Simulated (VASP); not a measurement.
# TlCl (Pm-3m) in VASP: dielectric tensor with r2SCAN

Aim: the dielectric tensor of TlCl with r2SCAN.

Everything below comes from runs of VASP 6.6.1. Logs are shortened: lines on timing, memory, paths and dates and some standing lists are left out, and cuts for length are marked.

### 1 The cell of the first run

It takes space group Pm-3m (No. 221, cubic). The conventional cell has a = 3.839 Å, b = 3.839 Å, c = 3.839 Å, α = 90.00°, β = 90.00°, γ = 90.00°. Tl (site symmetry m-3m) has 8 Cl at 3.32 Å and 6 Tl at 3.84 Å within 4.4 Å. Within 4.4 Å of Cl (site symmetry m-3m) lie 8 Tl at 3.32 Å and 6 Cl at 3.84 Å.

### 2 Dielectric tensor, r2SCAN

File INCAR:

```
SYSTEM = TlCl
PREC     = Accurate       ! precision mode
ENCUT    = 440            ! plane-wave cutoff, eV
EDIFF    = 1E-8           ! SCF threshold, eV
ISMEAR   = 0              ! smearing method
SIGMA    = 0.01           ! smearing width, eV
LREAL    = .False.        ! projectors in reciprocal space
LASPH    = .True.         ! aspherical terms in the spheres
NELM     = 120            ! most SCF steps
ALGO     = Normal         ! electronic algorithm
ISIF     = 2              ! what is computed and relaxed
LWAVE    = .False.        ! write WAVECAR
LCHARG   = .False.        ! write CHGCAR
METAGGA  = R2SCAN         ! meta-GGA
LMIXTAU  = .True.       
LCALCEPS = .True.       
GGA_COMPAT= .False.
```

File KPOINTS:

```
Automatic mesh
0
Gamma
  6 6 6
  0 0 0
```

File POSCAR:

```
TlCl
1.0
    3.8388256287      0.0000000000      0.0000000000
    0.0000000000      3.8388256287      0.0000000000
    0.0000000000      0.0000000000      3.8388256287
Tl Cl
1 1
Direct
    0.0000000000      0.0000000000      0.0000000000
    0.5000000000      0.5000000000      0.5000000000
```

Potentials or basis: VASP PAW PBE potentials, release 64 (Tl_d, Cl).

Launch:

```bash
> cat potpaw_PBE.64/Tl_d/POTCAR potpaw_PBE.64/Cl/POTCAR > POTCAR
> mpirun -np 1 vasp_std > vasp.out
```

OUTCAR:

```text
SYSTEM = TlCl
   PREC = Accurate
   ENCUT = 440
   EDIFF = 1E-8
   ISMEAR = 0
   LREAL = .False.
   LASPH = .True.
   NELM = 120
   ISIF = 2
   METAGGA = R2SCAN

 ion  position               nearest neighbor table
   1  0.000  0.000  0.000-   2 3.32   2 3.32   2 3.32   2 3.32   2 3.32   2 3.32   2 3.32   2 3.32

   2  0.500  0.500  0.500-   1 3.32   1 3.32   1 3.32   1 3.32   1 3.32   1 3.32   1 3.32   1 3.32

  LATTYP: Found a simple cubic cell.
 ALAT       =     3.8388256287

  Lattice vectors:

 A1 = (   3.8388256287,   0.0000000000,   0.0000000000)
 A2 = (   0.0000000000,   3.8388256287,   0.0000000000)
 A3 = (   0.0000000000,   0.0000000000,   3.8388256287)

Analysis of symmetry for initial positions (statically):
=====================================================================
 Subroutine PRICEL returns:
 Original cell was already a primitive cell.

 Routine SETGRP: Setting up the symmetry group for a
 simple cubic supercell.

 Subroutine GETGRP returns: Found 48 space group operations
 (whereof 48 operations were pure point group operations)
 out of a pool of 48 trial point group operations.

The static configuration has the point symmetry O_h .

Analysis of symmetry for dynamics (positions and initial velocities):
=====================================================================
 Subroutine PRICEL returns:
 Original cell was already a primitive cell.

 Routine SETGRP: Setting up the symmetry group for a
 simple cubic supercell.

 Subroutine GETGRP returns: Found 48 space group operations
 (whereof 48 operations were pure point group operations)
 out of a pool of 48 trial point group operations.

The dynamic configuration has the point symmetry O_h .

 Subroutine INISYM returns: Found 48 space group operations
 (whereof 48 operations are pure point group operations),
 and found     1 'primitive' translations

----------------------------------------------------------------------------------------

                                     Primitive cell

  volume of cell :      56.5712

  direct lattice vectors                    reciprocal lattice vectors
     3.838825629  0.000000000  0.000000000     0.260496333  0.000000000  0.000000000
     0.000000000  3.838825629  0.000000000     0.000000000  0.260496333  0.000000000
     0.000000000  0.000000000  3.838825629     0.000000000  0.000000000  0.260496333

  length of vectors
     3.838825629  3.838825629  3.838825629     0.260496333  0.260496333  0.260496333

  position of ions in fractional coordinates (direct lattice)
     0.000000000  0.000000000  0.000000000
     0.500000000  0.500000000  0.500000000

  ion indices of the primitive-cell ions
   primitive index   ion index
                 1           1
                 2           2

----------------------------------------------------------------------------------------

 KPOINTS: Automatic mesh

Automatic generation of k-mesh.
 Grid dimensions read from file:
 generate k-points for:    6    6    6

 Generating k-lattice:

  Cartesian coordinates                     Fractional coordinates (reciprocal lattice)
     0.043416056  0.000000000  0.000000000     0.166666667  0.000000000  0.000000000
     0.000000000  0.043416056  0.000000000     0.000000000  0.166666667  0.000000000
     0.000000000  0.000000000  0.043416056     0.000000000  0.000000000  0.166666667

  Length of vectors
     0.043416056  0.043416056  0.043416056

  Shift w.r.t. Gamma in fractional coordinates (k-lattice)
     0.000000000  0.000000000  0.000000000

 Subroutine IBZKPT returns following result:
 ===========================================

 Found     20 irreducible k-points:

 Following reciprocal coordinates:
            Coordinates               Weight
  0.000000  0.000000  0.000000      1.000000
  0.166667  0.000000  0.000000      6.000000
[... 30 lines left out ...]
   ISPIN  =      1    spin polarized calculation?
   LNONCOLLINEAR =      F non collinear calculations
   LSORBIT =      F    spin-orbit coupling
   LASPH  =      T    aspherical Exc in radial PAW
   ENCUT  =  440.0 eV  32.34 Ry    5.69 a.u.   6.57  6.57  6.57*2*pi/ulx,y,z
   NELM   =    120;   NELMIN=  2; NELMDL= -5     # of ELM steps
   EDIFF  = 0.1E-07   stopping-criterion for ELM
   LREAL  =      F    real-space projection
   EDIFFG = 0.1E-06   stopping-criterion for IOM
   NSW    =      0    number of steps for IOM
   IBRION =     -1    ionic relax: 0-MD 1-quasi-New 2-CG
   NFREE  =      0    steps in history (QN), initial steepest desc. (CG)
   ISIF   =      2    stress and relaxation
   ISYM   =      2    0-nonsym 1-usesym 2-fastsym
   POTIM  = 0.5000    time-step for ionic-motion
   TEBEG  =    0.0;   TEEND  =   0.0 temperature during run
   PSTRESS=    0.0 pullay stress
   NELECT =      20.0000    total number of electrons
   NUPDOWN=      -1.0000    fix difference up-down
   EMIN   =  10.00;   EMAX   =-10.00  energy-range for DOS
   EFERMI =   0.00;   METHOD = LEGACY
   ISMEAR =     0;   SIGMA  =   0.01  broadening in eV -4-tet -1-fermi 0-gaus
   EFERMI_NEDOS =   21; number of points for ismear=-14 and -15
   IALGO  =     38    algorithm
   IMIX   =      4    mixing-type and parameters
     AMIX     =   0.40;   BMIX     =  1.00
     AMIX_MAG =   1.60;   BMIX_MAG =  1.00
  volume/ion in A,a.u.               =      28.29       190.88
  Fermi-wavevector in a.u.,A,eV,Ry     =   1.157586  2.187520 18.231867  1.340004
  Thomas-Fermi vector in A             =   2.294196
   LORBIT       =      0    0 simple, 1 ext, 2 COOP (PROOUT), +10 PAW based schemes
   METAGGA = R2SCAN    functional components
   LHFCALC =     F    Hartree Fock is set to
   AEXX    =    0.0000 exact exchange contribution
   IVDW    =     0    specifies the selected vdW correction
   LEPSILON=     F    determine dielectric tensor
   LRPA    =     F    only Hartree local field effects (RPA)
   LRPA       =     F
 non-spin polarized calculation
 Gauss-broadening in eV      SIGMA  =   0.01
  energy-cutoff  :      440.00
  volume of cell :       56.57
 maximum number of plane-waves:      1213
 NGX is ok and might be reduce to    28
   NGX = 13   NGY = 13   NGZ = 13

 Total electronic dipole moment: p[elc]=(    -0.00000     0.00000    -0.00000 ) |e| Angst

 number of electron      19.9999993 magnetization

 Free energy of the ion-electron system (eV)
  ---------------------------------------------------
  ext. energy  EPLUGINS =         0.00000000
  ---------------------------------------------------
  free energy    TOTEN  =       -61.54796435 eV

  energy without entropy =      -61.54796435  energy(sigma->0) =      -61.54796435

 E-fermi :   2.4269     XC(G=0):  -9.6089

 val. band max:        2.3800950081   @ k =   0.0000   0.0000   0.5000
 cond. band min:   10000.0000000000   @ k =   0.0000   0.0000   0.0000
 fundamental gap:   9997.6199049919
 Fermi energy:         2.4268635487

 k-point     1 :       0.0000    0.0000    0.0000
  band No.  band energies     occupation
      1     -12.0102      2.00000
      2      -7.8908      2.00000
      3      -7.8908      2.00000
      4      -7.6426      2.00000
      5      -7.6426      2.00000
      6      -7.6426      2.00000
      7      -2.1170      2.00000
      8       0.7908      2.00000
      9       0.7908      2.00000
     10       0.7908      2.00000
     11   10000.0000      0.00000
     12   10000.0000      0.00000
     13   10000.0000      0.00000
     14   10000.0000      0.00000
[... 377 lines left out ...]
      1     -11.8999      2.00000
      2      -7.8646      2.00000
      3      -7.8205      2.00000
      4      -7.6757      2.00000
      5      -7.6630      2.00000
      6      -7.6568      2.00000
      7      -2.4592      2.00000
      8       0.4055      2.00000
      9       0.9712      2.00000
     10       1.6061      2.00000
     11   10000.0000      0.00000
     12   10000.0000      0.00000
     13   10000.0000      0.00000
     14   10000.0000      0.00000

 [... further k-points ...]

------------------------ aborting loop because EDIFF is reached ----------------------------------------

            Ionic dipole moment: p[ion]=(   -13.43589   -13.43589   -13.43589 ) |e| Angst

 Total electronic dipole moment: p[elc]=(     0.00000    -0.00000     0.01222 ) |e| Angst

 MACROSCOPIC STATIC DIELECTRIC TENSOR (including local field effects)
 ------------------------------------------------------
           4.909331    -0.000000     0.000000
           0.000000     4.909331     0.000000
           0.000000     0.000000     4.909331
 ------------------------------------------------------

 PIEZOELECTRIC TENSOR (including local field effects) (e Angst)
          XX          YY          ZZ          XY          YZ          ZX
  --------------------------------------------------------------------------------
  x     0.00000     0.00000     0.00000     0.00000     0.00000     0.00000
  y     0.00000     0.00000     0.00000     0.00000     0.00000     0.00000
  z     0.00000     0.00000     0.00000     0.00000     0.00000     0.00000

 PIEZOELECTRIC TENSOR (including local field effects) (C/m^2)
          XX          YY          ZZ          XY          YZ          ZX
  --------------------------------------------------------------------------------
  x     0.00000     0.00000     0.00000     0.00000     0.00000     0.00000
  y     0.00000     0.00000     0.00000     0.00000     0.00000     0.00000
  z     0.00000     0.00000     0.00000     0.00000     0.00000     0.00000

 BORN EFFECTIVE CHARGES (including local field effects) (in |e|, cummulative output)
 ---------------------------------------------------------------------------------
 ion    1
    1     1.98751    -0.00000    -0.00000
    2    -0.00000     1.98751     0.00000
    3     0.00000    -0.00000     1.98751
 ion    2
    1    -1.98751     0.00000     0.00000
    2     0.00000    -1.98751     0.00000
    3    -0.00000     0.00000    -1.98751

  FORCE on cell =-STRESS in cart. coord.  units (eV):
  Direction    XX          YY          ZZ          XY          YZ          ZX
  --------------------------------------------------------------------------------------
  -------------------------------------------------------------------------------------
  Total       -0.0239149     -0.0239149     -0.0239149      0.0000000      0.0000000     -0.0000000
  in kB       -0.6773048     -0.6773048     -0.6773048      0.0000000      0.0000000     -0.0000000
  external PRESSURE =      -0.6773048 kB  Pullay stress =       0.0000000 kB

 VOLUME and BASIS-vectors are now :
 -----------------------------------------------------------------------------
  energy-cutoff  :      440.00
  volume of cell :       56.57
      direct lattice vectors                 reciprocal lattice vectors
     3.838825629  0.000000000  0.000000000     0.260496333  0.000000000  0.000000000
     0.000000000  3.838825629  0.000000000     0.000000000  0.260496333  0.000000000
     0.000000000  0.000000000  3.838825629     0.000000000  0.000000000  0.260496333

 POSITION                                       TOTAL-FORCE (eV/Angst)
 -----------------------------------------------------------------------------------
      0.00000      0.00000      0.00000         0.000000      0.000000      0.000000
      1.91941      1.91941      1.91941         0.000000      0.000000      0.000000
 -----------------------------------------------------------------------------------
    total drift:                               -0.000000      0.000000      0.000000

  FREE ENERGIE OF THE ION-ELECTRON SYSTEM (eV)
  ---------------------------------------------------
  free  energy   TOTEN  =       -61.5479643515 eV

  energy  without entropy=      -61.5479643515  energy(sigma->0) =      -61.54796435
```

Wall time 14 min (1 thread of Intel Xeon 6975P-C (Granite Rapids), shared host); peak memory 0.25 GiB.

What came out:

```
Band gap on the k mesh                  : 2.52 eV, direct
Electronic dielectric tensor (diagonal) : 4.91
Born charges (mean of the diagonal)     : Tl +1.99; Cl -1.99 e
```

Levels at points of the mesh, in eV from the valence-band top:
| k point | band 8 | band 9 | band 10 | band 11 | band 12 | band 13 |
| --- | --- | --- | --- | --- | --- | --- |
| (0.00, 0.00, 0.00) | -1.59 | -1.59 | -1.59 | 8.33 | 8.33 | 8.33 |
| (0.50, 0.00, 0.00) | -1.17 | -1.17 | 0.00 | 2.51 | 7.05 | 7.05 |
| (0.50, 0.50, 0.00) | -3.03 | -3.03 | -1.12 | 5.30 | 5.30 | 8.96 |
| (0.50, 0.50, 0.50) | -2.10 | -2.10 | -2.10 | 2.93 | 2.93 | 2.93 |

Electronic dielectric tensor:
```
4.91 0.00 0.00
0.00 4.91 0.00
0.00 0.00 4.91
```

Born effective charge tensors (e):
atom 1, Tl
```
1.99 0.00 0.00
0.00 1.99 0.00
0.00 0.00 1.99
```
atom 2, Cl
```
-1.99  0.00  0.00
 0.00 -1.99  0.00
 0.00  0.00 -1.99
```

Dipole moments of the cell (e·Å, modulo the quantum): ionic -13.436, -13.436, -13.436; electronic 0.000, 0.000, 0.012

Caveat: the PAW data sets were made with another functional, which shifts forces and pressure a little; spin-orbit coupling is left out, which moves the levels of the heavy elements.
